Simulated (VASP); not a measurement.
GdN, 2 atoms in the cell. The structure is cubic, space group F-43m (No. 216). Conventional cell: a = 5.323 Å, b = 5.323 Å, c = 5.323 Å, α = 90.00°, β = 90.00°, γ = 90.00°. Gd (site symmetry -43m) has 4 N at 2.31 Å within 3.0 Å. N (site symmetry -43m) has 4 Gd at 2.31 Å within 3.0 Å. 

```yaml
Program: VASP 6.6.1
Task: single point
Functional: PBEsol
Potentials_or_basis: VASP PAW PBE potentials, release 64 (Gd, N)
Cutoff: 520 eV
k_mesh: 10 × 10 × 10
Occupations: gaussian, width 0.05 eV
Spin: collinear spin, ferromagnetic start
Starting_moments: "[7.49, 0.0] μB"
Dipole_correction: no
Further_INCAR_settings: ALGO = Normal; EDIFF = 1e-06; NBANDS = 22
```

Potentials or basis: VASP PAW PBE potentials, release 64 (Gd, N).

Command:

```sh
$ cat potpaw_PBE.64/Gd/POTCAR potpaw_PBE.64/N/POTCAR > POTCAR
$ mpirun -np 1 vasp_std > vasp.out
```

Hardware: 1 thread of Intel(R) Xeon(R) 6975P-C (Granite Rapids), on a shared host.

How long does it take, and how much memory?

Run time: 4 min on 1 thread of Intel(R) Xeon(R) 6975P-C (Granite Rapids) (shared host), peak memory 0.22 GiB. Counts: scf iterations 40, k points 47.
